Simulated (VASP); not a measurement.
# SiC (I-4m2) in VASP: G0W0 quasiparticle levels with PBEsol

Aim: the G0W0 quasiparticle levels of SiC with PBEsol.

Program: VASP 6.6.1. These are calculated values, not measurements. Logs are shortened: lines on timing, memory, paths and dates and some standing lists are left out, and cuts for length are marked.

## 1. The cell of the first run

Symmetry: I-4m2, No. 119, tetragonal system. The conventional cell has a = 3.112 Å, b = 3.112 Å, c = 4.326 Å, α = 90.00°, β = 90.00°, γ = 90.00°. Within 2.5 Å of Si (site symmetry -4m2) lie 4 C at 1.89 Å. C (site symmetry -4m2) has 4 Si at 1.89 Å within 2.5 Å.

## 2. G0W0 quasiparticle levels, PBEsol

The input, POSCAR:

```
SiC
1.0
    0.0000000000      2.2002144850      2.1628268059
    2.2002144850      0.0000000000      2.1628268059
    2.2002144850      2.2002144850      0.0000000000
Si C
1 1
Direct
    0.0000000000      0.0000000000      0.0000000000
    0.2500000000      0.2500000000      0.2500000000
```

The input, INCAR.step1:

```
SYSTEM = SiC
ALGO = Normal ; EDIFF = 1E-8
ENCUT = 500 ; GGA = PS
ISMEAR = 0 ; LASPH = .TRUE.
LCHARG = .FALSE. ; LREAL = .FALSE.
LWAVE = .TRUE. ; NELM = 100
PREC = Accurate ; SIGMA = 0.01
```

The input, INCAR.step2:

```
SYSTEM = SiC
ALGO = Exact ; EDIFF = 1E-8
ENCUT = 500 ; GGA = PS
ISMEAR = 0 ; ISTART = 1
LASPH = .TRUE. ; LCHARG = .FALSE.
LOPTICS = .TRUE. ; LREAL = .FALSE.
LWAVE = .TRUE. ; NBANDS = 51
NELM = 1 ; PREC = Accurate
SIGMA = 0.01
```

The input, INCAR.step3:

```
SYSTEM = SiC
ALGO = EVGW0 ; EDIFF = 1E-8
ENCUT = 500 ; ENCUTGW = 100.0
GGA = PS ; ISMEAR = 0
ISTART = 1 ; LASPH = .TRUE.
LCHARG = .FALSE. ; LREAL = .FALSE.
LWAVE = .FALSE. ; NBANDS = 51
NBANDSGW = 12 ; NELMGW = 1
NOMEGA = 48 ; PREC = Accurate
PRECFOCK = Fast ; SIGMA = 0.01
```

The input, KPOINTS:

```
k-points
0
G
  6 6 6
  0 0 0
```

Potentials or basis: VASP PAW PBE potentials, release 64 (Si_GW, C_GW).

The run is started by

```console
$ cat potpaw_PBE.64/Si_GW/POTCAR potpaw_PBE.64/C_GW/POTCAR > POTCAR
$ cp INCAR.step1 INCAR
$ mpirun -np 1 vasp_std > vasp.out
$ cp INCAR.step2 INCAR
$ mpirun -np 1 vasp_std > vasp.out
$ cp INCAR.step3 INCAR
$ mpirun -np 1 vasp_std > vasp.out
```

OUTCAR:

```text
SYSTEM = SiC
   EDIFF = 1E-8
   ENCUT = 500
   ENCUTGW = 100.0
   GGA = PS
   ISMEAR = 0
   ISTART = 1
   LASPH = .TRUE.
   LREAL = .FALSE.
   NELMGW = 1
   PREC = Accurate
   PRECFOCK = Fast

 ion  position               nearest neighbor table
   1  0.000  0.000  0.000-   2 1.89   2 1.89   2 1.89   2 1.89
   2  0.250  0.250  0.250-   1 1.89   1 1.89   1 1.89   1 1.89

  LATTYP: Found a body centered tetragonal cell.
 ALAT       =     3.1115731648
 C/A-ratio  =     1.3901821949

  Lattice vectors:

 A1 = (   0.0000000000,  -2.2002144850,  -2.1628268059)
 A2 = (   0.0000000000,   2.2002144850,  -2.1628268059)
 A3 = (   2.2002144850,   0.0000000000,   2.1628268059)

Analysis of symmetry for initial positions (statically):
=====================================================================
 Subroutine PRICEL returns:
 Original cell was already a primitive cell.

 Routine SETGRP: Setting up the symmetry group for a
 body centered tetragonal supercell.

 Subroutine GETGRP returns: Found  8 space group operations
 (whereof  8 operations were pure point group operations)
 out of a pool of 16 trial point group operations.

The static configuration has the point symmetry D_2d.

Analysis of symmetry for dynamics (positions and initial velocities):
=====================================================================
 Subroutine PRICEL returns:
 Original cell was already a primitive cell.

 Routine SETGRP: Setting up the symmetry group for a
 body centered tetragonal supercell.

 Subroutine GETGRP returns: Found  8 space group operations
 (whereof  8 operations were pure point group operations)
 out of a pool of 16 trial point group operations.

The dynamic configuration has the point symmetry D_2d.

 Subroutine INISYM returns: Found  8 space group operations
 (whereof  8 operations are pure point group operations),
 and found     1 'primitive' translations

----------------------------------------------------------------------------------------

                                     Primitive cell

  volume of cell :      20.9402

  direct lattice vectors                    reciprocal lattice vectors
     0.000000000  2.200214485  2.162826806    -0.227250572  0.227250572  0.231178936
     2.200214485  0.000000000  2.162826806     0.227250572 -0.227250572  0.231178936
     2.200214485  2.200214485  0.000000000     0.227250572  0.227250572 -0.231178936

  length of vectors
     3.085249353  3.085249353  3.111573165     0.395890572  0.395890572  0.395890572

  position of ions in fractional coordinates (direct lattice)
     0.000000000  0.000000000  0.000000000
     0.250000000  0.250000000  0.250000000

  ion indices of the primitive-cell ions
   primitive index   ion index
                 1           1
                 2           2

----------------------------------------------------------------------------------------

 KPOINTS: k-points

Automatic generation of k-mesh.
 Grid dimensions read from file:
 generate k-points for:    6    6    6

 Generating k-lattice:

  Cartesian coordinates                     Fractional coordinates (reciprocal lattice)
    -0.037875095  0.037875095  0.038529823     0.166666667  0.000000000  0.000000000
     0.037875095 -0.037875095  0.038529823     0.000000000  0.166666667  0.000000000
     0.037875095  0.037875095 -0.038529823     0.000000000  0.000000000  0.166666667

  Length of vectors
     0.065981762  0.065981762  0.065981762

  Shift w.r.t. Gamma in fractional coordinates (k-lattice)
     0.000000000  0.000000000  0.000000000

 Subroutine IBZKPT returns following result:
 ===========================================

 Found     30 irreducible k-points:

 Following reciprocal coordinates:
            Coordinates               Weight
  0.000000  0.000000  0.000000      1.000000
  0.166667 -0.000000  0.000000      8.000000
  0.333333 -0.000000  0.000000      8.000000
  0.500000 -0.000000  0.000000      4.000000
  0.166667  0.166667  0.000000      2.000000
  0.333333  0.166667  0.000000      8.000000
[... 16 lines left out ...]
  0.333333  0.000000  0.333333      4.000000
  0.500000  0.000000  0.333333     16.000000
 [... further k-points ...]
   k-points           NKPTS =     30   k-points in BZ     NKDIM =    216   number of bands    NBANDS=     51
   number of dos      NEDOS =    301   number of ions     NIONS =      2
   total plane-waves  NPLWV =  13824
   dimension x,y,z NGX =    24 NGY =   24 NGZ =   24
   dimension x,y,z NGXF=    48 NGYF=   48 NGZF=   48
   ions per type =               1   1
   NGX,Y,Z   is equivalent  to a cutoff of  12.93, 12.93, 12.82 a.u.
   NGXF,Y,Z  is equivalent  to a cutoff of  25.86, 25.86, 25.65 a.u.
 SYSTEM =  SiC
   PREC   = accura    normal or accurate (medium, high low for compatibility)
   ISTART =      1    job   : 0-new  1-cont  2-samecut
   ICHARG =      0    charge: 1-file 2-atom 10-const
   ISPIN  =      1    spin polarized calculation?
   LNONCOLLINEAR =      F non collinear calculations
   LSORBIT =      F    spin-orbit coupling
   LASPH  =      T    aspherical Exc in radial PAW
   ENCUT  =  500.0 eV  36.75 Ry    6.06 a.u.   5.63  5.63  5.67*2*pi/ulx,y,z
   NELM   =     60;   NELMIN=  2; NELMDL=  0     # of ELM steps
   EDIFF  = 0.1E-07   stopping-criterion for ELM
   LREAL  =      F    real-space projection
   EDIFFG = 0.1E-06   stopping-criterion for IOM
   NSW    =      0    number of steps for IOM
   IBRION =     -1    ionic relax: 0-MD 1-quasi-New 2-CG
   NFREE  =      0    steps in history (QN), initial steepest desc. (CG)
   ISIF   =      0    stress and relaxation
   ISYM   =      3    0-nonsym 1-usesym 2-fastsym
   POTIM  = 0.5000    time-step for ionic-motion
   TEBEG  =    0.0;   TEEND  =   0.0 temperature during run
   PSTRESS=    0.0 pullay stress
   NELECT =       8.0000    total number of electrons
   NUPDOWN=      -1.0000    fix difference up-down
   EMIN   =  10.00;   EMAX   =-10.00  energy-range for DOS
   EFERMI =   0.00;   METHOD = LEGACY
   ISMEAR =     0;   SIGMA  =   0.01  broadening in eV -4-tet -1-fermi 0-gaus
   EFERMI_NEDOS =   21; number of points for ismear=-14 and -15
   IALGO  =     38    algorithm
   IMIX   =      4    mixing-type and parameters
     AMIX     =   0.40;   BMIX     =  1.00
     AMIX_MAG =   1.60;   BMIX_MAG =  1.00
  volume/ion in A,a.u.               =      10.47        70.66
  Fermi-wavevector in a.u.,A,eV,Ry     =   1.187894  2.244794 19.199064  1.411091
  Thomas-Fermi vector in A             =   2.324035
   LORBIT       =      0    0 simple, 1 ext, 2 COOP (PROOUT), +10 PAW based schemes
   GGA     = PS    functional components
   LHFCALC =     T    Hartree Fock is set to
   PRECFOCK=fast      Normal, Fast or Accurate (Low or Medium for compatibility)
   ENCUT4O =  -1.0   cutoff for four orbital integrals eV
   NKREDX  =     1    reduce k-point grid by
   NKREDY  =     1    reduce k-point grid by
   NKREDZ  =     1    reduce k-point grid by
   AEXX    =    1.0000 exact exchange contribution
   HFSCREEN=    0.0000 screening length (either q_TF or 0.3 A-1)
   HFSCREENC=   0.0000 screening length for correlation (either q_TF or 0.3 A-1)
   ENCUTFOCK=  -1.0 apply spherical cutoff to Coloumb kernel
   IVDW    =     0    specifies the selected vdW correction
   LEPSILON=     F    determine dielectric tensor
   LRPA    =     F    only Hartree local field effects (RPA)
   LRPAFORCE           =     F    calculate RPA forces
   ENCUTGW             = 100.0    cutoff for response function in eV
   ENCUTGWSOFT         =  80.0    soft cutoff for Coulomb kernel in GW response function in eV
   ENCUTLF             =  -1.0    cutoff for local field effects
   NELMGW              =     1    number of iterations in solving QP/BSE equation
   NELMHF              =     1    number of iterations in the inner HF iteration
   NKREDLFX            =     1    NKREDLFY  =   1   NKREDLFZ  =   1
 non-spin polarized calculation
 Gauss-broadening in eV      SIGMA  =   0.01
  energy-cutoff  :      500.00
  volume of cell :       20.94
 maximum number of plane-waves:       542
 NGX is ok and might be reduce to    24
  NGX = 14; NGY = 14; NGZ = 14
   NGX = 11   NGY = 11   NGZ = 11
 maximum number of plane-waves:        59
 NGX is ok and might be reduce to    14

 QP shifts <psi_nk| G(iteration)W_0 |psi_nk>: iteration 1
 for sc-GW calculations column KS-energies equals QP-energies in previous step
 and V_xc(KS)=  KS-energies - (<T + V_ion + V_H > + <T+V_H+V_ion>^1  + <V_x>^1)

 k-point   1 :       0.0000    0.0000    0.0000
  band No.  KS-energies  QP-energies   sigma(KS)   V_xc(KS)     V^pw_x(r,r')   Z            occupation Imag(sigma)

      1      -7.7436      -8.6386     -13.9480     -12.7015     -21.5841       0.7179       2.0000       1.3997
      2       7.5526       7.2115     -15.1499     -14.7163     -17.3176       0.7867       2.0000       0.0871
      3       7.5526       7.2115     -15.1499     -14.7163     -17.3176       0.7867       2.0000       0.0871
      4       7.6652       7.3280     -15.1376     -14.7089     -17.2963       0.7865       2.0000       0.0868
      5      13.6372      14.3763     -12.2411     -13.1888      -7.4100       0.7799       0.0000      -0.1027
      6      14.7175      15.5008     -10.6162     -11.6055      -5.7470       0.7918       0.0000      -0.1052
      7      14.7633      15.5477     -10.6260     -11.6163      -5.7508       0.7920       0.0000      -0.1042
      8      14.7633      15.5477     -10.6260     -11.6163      -5.7508       0.7920       0.0000      -0.1042
      9      21.6950      22.5848     -10.3431     -11.4801      -4.5295       0.7826       0.0000      -0.2866
     10      22.1943      23.0874     -10.3366     -11.4767      -4.4324       0.7833       0.0000      -0.3132
     11      23.6506      24.2186      -9.3025     -10.0335      -2.9240       0.7770       0.0000      -0.4468
     12      24.3839      24.9917      -9.6294     -10.4067      -2.9641       0.7819       0.0000      -0.6749

 k-point   2 :       0.1667   -0.0000    0.0000
  band No.  KS-energies  QP-energies   sigma(KS)   V_xc(KS)     V^pw_x(r,r')   Z            occupation Imag(sigma)

      1      -7.2074      -8.0888     -13.9950     -12.7733     -21.4788       0.7215       2.0000       1.3158
      2       5.2116       4.6821     -14.5007     -13.8147     -17.2301       0.7718       2.0000       0.1082
      3       7.2014       6.8270     -15.0208     -14.5445     -17.2510       0.7859       2.0000       0.0886
      4       7.3156       6.9468     -15.0230     -14.5539     -17.2395       0.7862       2.0000       0.0881
      5      13.7541      14.4874     -11.3527     -12.2815      -6.5964       0.7895       0.0000      -0.0987
      6      15.2470      16.0516     -10.7140     -11.7363      -5.6801       0.7871       0.0000      -0.1151
      7      15.2725      16.0815     -10.7581     -11.7872      -5.7122       0.7862       0.0000      -0.1169
      8      15.7820      16.6746     -11.9347     -13.0868      -6.7331       0.7748       0.0000      -0.1377
      9      20.2664      21.0411     -10.0212     -11.0037      -4.3443       0.7884       0.0000      -0.2611
     10      20.5341      21.3016      -9.9849     -10.9592      -4.2504       0.7877       0.0000      -0.2772
     11      22.9705      23.4497      -9.2690      -9.8803      -2.8435       0.7839       0.0000      -0.5116
     12      26.2023      26.9038      -9.9066     -10.8123      -3.1077       0.7746       0.0000      -0.6857
[... 324 lines left out ...]
      1      -5.0101      -5.8251     -14.2730     -13.1537     -21.1412       0.7281       2.0000       0.9926
      2       2.4745       1.8232     -14.5697     -13.6950     -18.4152       0.7445       2.0000       0.1940
      3       5.0130       4.4476     -14.3628     -13.6305     -17.1275       0.7720       2.0000       0.1057
      4       5.0530       4.4895     -14.3606     -13.6304     -17.1350       0.7717       2.0000       0.1065
      5      10.1266      10.6289     -10.0940     -10.7157      -6.0054       0.8080       0.0000      -0.0748
      6      12.7113      13.3801     -10.2139     -11.0385      -5.8096       0.8112       0.0000      -0.0819
      7      19.3197      20.2626     -11.4824     -12.7303      -5.1935       0.7556       0.0000      -0.2832
      8      19.8019      20.7606     -11.5489     -12.8179      -5.1790       0.7555       0.0000      -0.3037
      9      20.2848      21.3039     -12.3556     -13.7053      -5.9730       0.7551       0.0000      -0.3233
     10      25.1307      25.9998     -10.3288     -11.4456      -3.7315       0.7783       0.0000      -0.5736
     11      29.4664      30.3814     -10.6397     -11.8283      -3.4014       0.7698       0.0000      -1.0374
     12      29.5978      30.4371     -10.9304     -12.0388      -3.3463       0.7572       0.0000      -1.0901

 k-point  24 :       0.5000    0.0000    0.3333
  band No.  KS-energies  QP-energies   sigma(KS)   V_xc(KS)     V^pw_x(r,r')   Z            occupation Imag(sigma)

      1      -3.4601      -4.2299     -14.7561     -13.7010     -21.2806       0.7296       2.0000       0.7922
      2       0.7015      -0.0065     -14.0230     -13.0641     -18.3811       0.7384       2.0000       0.2921
      3       3.2454       2.6030     -13.5765     -12.7326     -16.6658       0.7613       2.0000       0.1375
      4       4.8700       4.2959     -14.3512     -13.6058     -17.1659       0.7703       2.0000       0.1080
      5      10.2569      10.7776     -10.3442     -10.9893      -6.3144       0.8071       0.0000      -0.0733
      6      13.7417      14.4846     -10.7159     -11.6430      -6.1465       0.8013       0.0000      -0.0900
      7      19.3035      20.2266     -11.5421     -12.7613      -5.2708       0.7572       0.0000      -0.2846
      8      19.8031      20.7369     -11.4920     -12.7251      -5.1322       0.7573       0.0000      -0.3074
      9      21.5315      22.5377     -12.0326     -13.3844      -5.1387       0.7444       0.0000      -0.4242
     10      25.4488      26.2874     -10.4705     -11.5611      -3.5111       0.7689       0.0000      -0.6537
     11      28.7645      29.7813     -11.4200     -12.7677      -4.0392       0.7545       0.0000      -0.9342
     12      29.8908      30.9473     -11.1798     -12.5578      -4.1101       0.7667       0.0000      -0.9683

 [... further k-points ...]
```

It took 5.4 min on 1 thread of Intel Xeon Platinum 8259CL at 2.50GHz (Skylake/Cascade Lake), shared host; peak memory 0.36 GiB.

What came out:

```yaml
Quasiparticle_gap: 1.85 eV
Least_direct_quasiparticle_gap: 5.46 eV
Band_gap_of_the_starting_levels_on_the_mesh: 1.07 eV
Least_direct_gap_of_the_starting_levels_on_the_mesh: 4.41 eV
```

Caveat: the k points lie up to 0.41 Å⁻¹ apart; bands, screening cutoff and mesh are small and nothing is extrapolated, so the quasiparticle values aren't converged.
